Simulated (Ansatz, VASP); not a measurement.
H: VASP beside Ansatz

File INCAR:

```
PREC = Accurate ; ENCUT = 400
EDIFF = 1E-6 ; ISMEAR = 0
SIGMA = 0.01 ; LREAL = False
LASPH = True ; NELM = 120
ALGO = Normal ; ISIF = 2
LWAVE = False ; LCHARG = False
GGA = CA ; NBANDS = 8
GGA_COMPAT = False ; NELMDL = -8
```

Contents of KPOINTS:

```
Automatic mesh
0
Gamma
  1 1 1
```

Contents of POSCAR:

```
H
1.0
    8.0000000000      0.0000000000      0.0000000000
    0.0000000000      8.0000000000      0.0000000000
    0.0000000000      0.0000000000      8.0000000000
H
2
Direct
    0.5000000000      0.5000000000      0.4312500000
    0.5000000000      0.5000000000      0.5687500000
```

Input for Ansatz:

```yaml
crystal:
  lattice:
    - [8.0, 0.0, 0.0]
    - [0.0, 8.0, 0.0]
    - [0.0, 0.0, 8.0]
  atoms:
    - { symbol: H, position: [0.5, 0.5, 0.43125] }
    - { symbol: H, position: [0.5, 0.5, 0.56875] }
scf:
  occupations: { method: fixed }
output:
  forces: true
  stress: false
  eigenvalues: true
  write_density: true
  write_potential: true
  elf: true
  volumetric_format: npy
hamiltonian:
  xc: lda
basis:
  ecutwfc: 600
kpoints:
  mp_grid: { grid: [1, 1, 1] }
```

Alike in both runs: task single point; functional LDA; k mesh 1 × 1 × 1; no spin polarisation.

|  | VASP | Ansatz |
| --- | --- | --- |
| version | VASP 6.6.1 | Ansatz 0.2.0 |
| potentials or method | VASP PAW LDA potentials, release 64 (H), cutoff 400 eV | scalar-relativistic, plane waves, PAW |
| occupations | gaussian, width 0.01 eV | fixed |
| valence electrons in the cell | 2 | 2 |

Ansatz gave:

* gap on the k mesh at the Fermi level (eV): 7.73
* rms of the force components (eV/Å): 2.520

**Question.** Estimate VASP's values.

**Answer.** gap on the k mesh at the Fermi level (eV): 7.73; rms of the force components (eV/Å): 2.514.

LDA's correlation is that of Perdew and Zunger in VASP and of Perdew and Wang (1992) in Ansatz. Atom by atom the forces differ by 0.005 eV/Å (rms over components).
